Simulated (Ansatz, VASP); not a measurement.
**GaN in VASP and in Ansatz**

```
Ga N
1.0
     0.00000    2.25350    2.21970
     2.25350    0.00000    2.21970
     2.25350    2.25350    0.00000
Ga N
1 1
Direct
  0.00000 0.00000 0.00000
  0.75000 0.75000 0.75000
```

Change from the starting cell: strain -0.0150 x Voigt [0, 0, 1, 0, 0, 0], atoms carried along.

Alike in both runs: task single point; functional PBE; k mesh 10 × 10 × 10; occupations gaussian, width 0.05 eV; no spin polarisation.

```csv
,VASP,Ansatz
version,VASP 6.6.1,Ansatz 0.2.0
potentials or method,"VASP PAW PBE potentials, release 64 (Ga_d, N), cutoff 520 eV","scalar-relativistic, plane waves, PAW"
valence electrons in the cell,18,18
```

```csv
,VASP,Ansatz,Ansatz less VASP
gap on the k mesh at the Fermi level (eV),1.78,1.77,-0.009
least direct gap on the mesh (eV),1.78,1.77,-0.009
pressure (GPa),8.1,8.0,-0.04
"traceless stress, the component that is largest in VASP (GPa)",1.16,1.15,-0.006
```

The functional is the same, so the differences come from potentials, cutoffs and numerics.
